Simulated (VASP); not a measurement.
Al2Cu:

```
Al Cu
1.0
     4.78318    0.00000    0.00000
    -2.39159    4.14235    0.00000
     0.00000    0.00000    4.44307
Al Cu
4 2
Direct
  0.00000 0.00000 0.00000
  0.00000 0.33333 0.50000
  0.66667 0.66667 0.50000
  0.33333 0.00000 0.50000
  0.66667 0.33333 0.00000
  0.33333 0.66667 0.00000
```

```yaml
Program: VASP 6.6.1
Task: relaxation of cell and atoms
Functional: PBE
Potentials_or_basis: VASP PAW PBE potentials, release 64 (Al, Cu)
Cutoff: 600 eV
k_mesh: 6 × 6 × 4
Occupations: gaussian, width 0.1 eV
Spin: no spin polarisation
```

At the start: pressure 0.8 GPa; volume 14.67 Å³/atom.

Problem. Where does the relaxation end?

Solution. Over 7 steps the energy falls by 7.2 meV/atom and the volume is 14.78 Å³/atom (+0.7 %); space group P-62m (No. 189, to 0.05 Å).

Step by step:
```
step  energy change (eV)  largest force (eV/Å)  pressure (GPa)  volume (Å³)
   1              0.0000                0.4608            0.83        88.03
   2             -0.0320                0.2438           -0.30        89.00
   3             -0.0367                0.1422           -0.86        89.54
   4             -0.0428                0.0459            0.04        88.60
   5             -0.0428                0.0244            0.35        88.39
   6             -0.0429                0.0321            0.27        88.46
   7             -0.0434                0.0002            0.05        88.68
```

Final structure:
```
Al Cu
1.0
     4.81870    0.00000    0.00000
    -2.40935    4.17312    0.00000
     0.00000    0.00000    4.40977
Al Cu
4 2
Direct
  0.00000 0.00000 0.00000
  0.00000 0.34424 0.50000
  0.65576 0.65576 0.50000
  0.34424 0.00000 0.50000
  0.66667 0.33333 0.00000
  0.33333 0.66667 0.00000
```
